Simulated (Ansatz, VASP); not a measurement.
# Mg2C in VASP and in Ansatz

```
C Mg
1.0
     0.00000    2.71094    2.71094
     2.71094    0.00000    2.71094
     2.71094    2.71094    0.00000
C Mg
1 2
Direct
  0.00000 0.00000 0.00000
  0.25000 0.25000 0.25000
  0.75000 0.75000 0.75000
```

Alike in both runs: task single point; functional PBE; k mesh 6 × 6 × 6; occupations fermi-dirac, width 0.2 eV; no spin polarisation.

|  | VASP | Ansatz |
| --- | --- | --- |
| version | VASP 6.6.1 | Ansatz 0.2.0 |
| potentials or method | VASP PAW PBE potentials, release 64 (C, Mg) | plane waves |
| plane-wave cutoff (eV) | 600 | 420 |
| valence electrons in the cell | 8 | 24 |

Ansatz gave:

- pressure (GPa): 1.9

Task: What did VASP give for the same quantities?

Result: Pressure (GPa): 1.7.

VASP's potentials hold 8 valence electrons a cell and Ansatz's 24, so a difference there can come from the potentials and not from the codes.
